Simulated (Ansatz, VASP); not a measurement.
# One calculation of MgZn4O, two programs

```xyz
6
Lattice="0.0000 3.3750 3.3750 3.3750 0.0000 3.3750 3.3750 3.3750 0.0000" Properties=species:S:1:pos:R:3 pbc="T T T"
Mg    1.6875    1.6875    1.6875
Zn    4.2187    2.5312    2.5312
Zn    4.2187    4.2187    4.2187
Zn    2.5312    4.2187    2.5312
Zn    2.5312    2.5312    4.2187
O     0.0000    0.0000    0.0000
```

Change from the starting cell: species swapped into the MgCu4Sn type (F-43m, No. 216).

Alike in both runs: task relaxation of cell and atoms; functional PBE; k mesh 4 × 4 × 4; occupations gaussian, width 0.2 eV; no spin polarisation.

```csv
,VASP,Ansatz
version,VASP 6.6.1,Ansatz 0.2.0
potentials or method,"VASP PAW PBE potentials, release 64 (Mg, Zn, O), cutoff 600 eV","scalar-relativistic, plane waves, PAW"
valence electrons in the cell,56,64
```

|  | VASP | Ansatz | Ansatz less VASP |
| --- | --- | --- | --- |
| gap on the k mesh at the Fermi level, each at its own relaxed structure (eV) | none | none | - |
| relaxed volume (Å³/atom) | 15.74 | 15.73 | -0.005 |
| relaxed cell length with the largest relative difference (Å) | 5.111 | 5.111 | -0.0005 |

A gap of «none» marks a metal or a gap that the smearing closes. VASP's potentials hold 56 valence electrons a cell and Ansatz's 64, so a difference there can come from the potentials and not from the codes.

The k mesh is coarse, so the values compare programs but aren't converged. Noted on VASP's run: the volume moved by over 15 % at a fixed basis, so the end points are rough.
